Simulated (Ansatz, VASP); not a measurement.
## Two plane-wave programs on Mo

Contents of INCAR:

```
PREC = Accurate
ENCUT = 520
EDIFF = 1E-6
ISMEAR = 0
SIGMA = 0.15
LREAL = F
LASPH = T
NELM = 100
ALGO = Fast
ISIF = 2
LWAVE = F
LCHARG = T
GGA = PE
LELF = T
LVHAR = T
NBANDS = 13
```

KPOINTS

```
regular mesh
0
Gamma
  22 22 22
```

POSCAR

```
Mo
1.0
    0.0000000000      2.2618748894      1.5991455468
    2.2618748894      0.0000000000      1.5991455468
    2.2618748894      2.2618748894      0.0000000000
Mo
1
Direct
    0.0000000000      0.0000000000      0.0000000000
```

Input for Ansatz:

```yaml
crystal:
  lattice:
    - [0.0, 2.2618748894, 1.5991455468]
    - [2.2618748894, 0.0, 1.5991455468]
    - [2.2618748894, 2.2618748894, 0.0]
  atoms:
    - { symbol: Mo, position: [0.0, 0.0, 0.0] }
basis:
  ecutwfc: 420
kpoints:
  mp_grid: { grid: [22, 22, 22] }
hamiltonian:
  xc: pbe
scf:
  occupations: { method: gaussian, width: 0.15 }
output:
  forces: true
  stress: true
  eigenvalues: true
```

Alike in both runs: task single point; functional PBE; k mesh 22 × 22 × 22; occupations gaussian, width 0.15 eV; no spin polarisation.

```csv
,VASP,Ansatz
version,VASP 6.6.1,Ansatz 0.2.0
potentials or method,"VASP PAW PBE potentials, release 64 (Mo_sv), cutoff 520 eV","scalar-relativistic, plane waves, PAW"
valence electrons in the cell,14,14
```

|  | VASP | Ansatz | Ansatz less VASP |
| --- | --- | --- | --- |
| gap on the k mesh at the Fermi level (eV) | none | none | - |
| pressure (GPa) | -8.1 | -8.5 | -0.49 |

A gap of «none» marks a metal or a gap that the smearing closes.
